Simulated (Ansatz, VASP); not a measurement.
**HfN in VASP and in Ansatz**

INCAR

```
PREC = Accurate
ENCUT = 520
EDIFF = 1E-6
ISMEAR = -1
SIGMA = 0.05
LREAL = F
LASPH = T
NELM = 100
ALGO = Normal
ISIF = 2
LWAVE = F
LCHARG = F
GGA = CA
NBANDS = 23
```

The input KPOINTS:

```
regular mesh
0
Gamma
  6 6 3
```

The input POSCAR:

```
HfN
1.0
    3.1339080219      0.0000000000      0.0000000000
   -1.5669540110      2.7140439601      0.0000000000
    0.0000000000      0.0000000000      5.4167677200
Hf N
2 2
Direct
    0.3333333333      0.6666666667      0.2500000000
    0.6666666667      0.3333333333      0.7500000000
    0.0000000000      0.0000000000      0.5000000000
    0.0000000000      0.0000000000      0.0000000000
```

input.yaml

```yaml
crystal:
  lattice:
    - [3.1339080219, 0.0, 0.0]
    - [-1.566954011, 2.7140439601, 0.0]
    - [0.0, 0.0, 5.41676772]
  atoms:
    - { symbol: Hf, position: [0.3333333333, 0.6666666667, 0.25] }
    - { symbol: Hf, position: [0.6666666667, 0.3333333333, 0.75] }
    - { symbol: "N", position: [0.0, 0.0, 0.5] }
    - { symbol: "N", position: [0.0, 0.0, 0.0] }
hamiltonian:
  xc: lda
  pseudopotentials: { kind: paw }
kpoints:
  mp_grid: { grid: [6, 6, 3] }
  band_path:
    path:
      - [[0.0, 0.0, 0.0], [0.5, 0.0, 0.0], [0.3333333333, 0.3333333333, 0.0], [0.0, 0.0, 0.0], [0.0, 0.0, 0.5], [0.5, 0.0, 0.5], [0.3333333333, 0.3333333333, 0.5], [0.0, 0.0, 0.5]]
      - [[0.5, 0.0, 0.5], [0.5, 0.0, 0.0]]
      - [[0.3333333333, 0.3333333333, 0.0], [0.3333333333, 0.3333333333, 0.5]]
    npoints: 14
scf:
  occupations: { method: fermi_dirac, width: 0.05 }
  n_extra_bands: 10
output:
  forces: true
  stress: true
  eigenvalues: true
  fatbands: true
```

Alike in both runs: functional LDA; k mesh 6 × 6 × 3; occupations fermi-dirac, width 0.05 eV; no spin polarisation.

|  | VASP | Ansatz |
| --- | --- | --- |
| version | VASP 6.6.1 | Ansatz 0.2.0 |
| potentials or method | VASP PAW LDA potentials, release 64 (Hf_pv, N) | Ansatz PAW |
| plane-wave cutoff (eV) | 520 | 420 |
| valence electrons in the cell | 30 | 62 |
| task | single point | band structure |

|  | VASP | Ansatz | Ansatz less VASP |
| --- | --- | --- | --- |
| gap on the k mesh at the Fermi level (eV) | none | none | - |
| pressure (GPa) | -10.2 | -9.1 | +1.13 |
| traceless stress, the component that is largest in VASP (GPa) | 1.45 | 1.43 | -0.019 |

LDA's correlation is that of Perdew and Zunger in VASP and of Perdew and Wang (1992) in Ansatz. A gap of «none» marks a metal or a gap that the smearing closes. VASP's potentials hold 30 valence electrons a cell and Ansatz's 62, so a difference there can come from the potentials and not from the codes.

The k mesh is coarse, so the values compare programs but aren't converged. Neither program's run includes spin-orbit coupling.
